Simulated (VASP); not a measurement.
A run of VASP 6.6.1 is set up as follows.

File INCAR:

```
PREC = Accurate
ENCUT = 520
EDIFF = 1E-6
ISMEAR = 0
SIGMA = 0.05
LREAL = Auto
LASPH = True
NELM = 150
ALGO = Normal
ISIF = 2
LWAVE = False
LCHARG = False
ISPIN = 2
MAGMOM = 1.5 0 0 0 0 0 0 0 0 0 0 0 0 0 0 0
LORBIT = 11
NUPDOWN = 1.5
LMAXMIX = 4
LDAU = True
LDAUTYPE = 2
LDAUL = 2 -1 -1
LDAUU = 5.5 0 0
LDAUJ = 0 0 0
LDAUPRINT = 1
GGA = PS
NBANDS = 54
```

Contents of KPOINTS:

```
Automatic mesh
0
Gamma
  3 3 3
```

Contents of POSCAR:

```
MnSi7C8
1.0
    0.0000000000      4.3580000000      4.3580000000
    4.3580000000      0.0000000000      4.3580000000
    4.3580000000      4.3580000000      0.0000000000
Mn Si C
1 7 8
Direct
    0.0000000000      0.0000000000      1.0000000000
    0.9988277849      0.9988277849      0.5011722151
    0.9988277849      0.5011722151      0.9988277849
    0.9988277849      0.5011722151      0.5011722151
    0.5011722151      0.9988277849      0.9988277849
    0.5011722151      0.9988277849      0.5011722151
    0.5011722151      0.5011722151      0.9988277849
    0.5000000000      0.5000000000      0.5000000000
    0.1304116123      0.1304116123      0.1304116123
    0.1304116123      0.1304116123      0.6087651631
    0.1304116123      0.6087651631      0.1304116123
    0.1252462076      0.6249179308      0.6249179308
    0.6087651631      0.1304116123      0.1304116123
    0.6249179308      0.1252462076      0.6249179308
    0.6249179308      0.6249179308      0.1252462076
    0.6249179308      0.6249179308      0.6249179308
```

Potentials or basis: VASP PAW PBE potentials, release 64 (Mn_pv, Si, C).

Run with:

```sh
$ cat potpaw_PBE.64/Mn_pv/POTCAR potpaw_PBE.64/Si/POTCAR potpaw_PBE.64/C/POTCAR > POTCAR
$ mpirun -np 1 vasp_std > vasp.out
```

Question: Predict the largest force.

Answer: 0.527 eV/Å.

Question: Estimate the pressure.

Answer: 3.7 GPa.

Eigenvalues of the final occupation matrices:
| site | spin | trace | eigenvalues |
| --- | --- | --- | --- |
| site 1 d | 1 | 4.11 | 0.75 0.75 0.75 0.94 0.94 |
| site 1 d | 2 | 1.02 | 0.04 0.04 0.31 0.31 0.31 |

Caveat: the k points lie up to 0.42 Å⁻¹ apart; the PAW data sets were made with another functional, which shifts forces and pressure a little; the total moment is fixed, so each spin has its own Fermi level and the state may be an excited one; the U is typed as a test and isn't derived for this compound. The state reached can hang on the start; a lower one may exist.
